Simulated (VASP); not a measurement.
The system is Hf.

```
Hf
1.0
     3.19238    0.00000    0.00000
    -1.59619    2.76469    0.00000
     0.00000    0.00000    5.04504
Hf
2
Direct
  0.33333 0.66667 0.25000
  0.66667 0.33333 0.75000
```

Base run:

| Property | Result |
| --- | --- |
| Program | VASP 6.6.1 |
| Functional | PBE |
| Potentials or basis | VASP PAW PBE potentials, release 64 (Hf_pv) |
| Cutoff | 520 eV |
| k mesh | 12 × 12 × 7 |
| Occupations | fermi-dirac, width 0.05 eV |
| Spin | no spin polarisation |

Its results: band gap on the k mesh zero (band 10 reaches 6.13 eV, above the bottom of band 11 at 4.64 eV); pressure 0.9 GPa.

Task: The run is repeated on the same cell with these changes: functional from PBE to r2SCAN; further incar settings from ALGO = Normal; EDIFF = 1e-06; NBANDS = 17 to ALGO = Normal; EDIFF = 1e-08; NBANDS = 17. What comes out?

Result: Band gap on the k mesh zero (band 10 reaches 6.20 eV, above the bottom of band 11 at 4.42 eV); pressure -0.1 GPa.

Caveats: spin-orbit coupling is left out, which moves the levels of the heavy elements; the PAW data sets were made with another functional, which shifts forces and pressure a little (some runs).
